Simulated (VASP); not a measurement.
**SnO: single point with PBE+D3(BJ)**

System: SnO, a slab with vacuum.

```xyz
8
Lattice="3.8202 0.0003 0.0000 -0.0003 3.8202 0.0000 0.0000 0.0000 22.2261" Properties=species:S:1:pos:R:3 pbc="T T T"
Sn    3.8196    3.8202    4.5000
Sn    1.9097    1.9100    6.8630
Sn    2.5464    1.9101   12.1630
Sn    4.4563    3.8203   14.5261
O     3.8198    1.9102    5.6815
O     1.9096    3.8201    5.6815
O     2.5462    3.8201   13.3446
O     4.4565    1.9102   13.3446
```

This cell differs from its parent crystal: layers slid over each other.

```
Program                : VASP 6.6.1
Task                   : single point
Functional             : PBE
Dispersion             : D3(BJ)
Potentials or basis    : VASP PAW PBE potentials, release 64 (Sn_d, O)
Cutoff                 : 520 eV
k mesh                 : 7 × 7 × 1
Occupations            : gaussian, width 0.05 eV
Spin                   : no spin polarisation
Dipole correction      : yes
Further INCAR settings : ALGO = Normal; EDIFF = 1e-06; NBANDS = 50
```

- Largest force: 0.132 eV/Å
- Band gap on the k mesh: 2.75 eV (least direct gap 2.78 eV)
- Dispersion energy per atom: -0.146 eV

Forces on the atoms (eV/Å):
```
Sn   0.000  0.000 -0.091
Sn  -0.001  0.000  0.132
Sn   0.001  0.000 -0.132
Sn   0.000  0.000  0.091
O   -0.002  0.000  0.002
O    0.000  0.000  0.002
O    0.000  0.000 -0.002
O    0.002  0.000 -0.002
```

Levels at points of the mesh, in eV from the valence-band top:
| k point | band 36 | band 37 | band 38 | band 39 | band 40 | band 41 | band 42 | band 43 | band 44 | band 45 |
| --- | --- | --- | --- | --- | --- | --- | --- | --- | --- | --- |
| (0.00, 0.00, 0.00) | -1.77 | -1.77 | -1.77 | -0.25 | -0.03 | 2.75 | 3.04 | 3.05 | 3.51 | 5.03 |

Wall time 11 min on 1 thread of Oxide Virtual Turin-like Processor (shared host), peak memory 0.41 GiB.

Caveat: the cell differs from its parent crystal (layers slid over each other); spin-orbit coupling is left out, which moves the levels of the heavy elements.
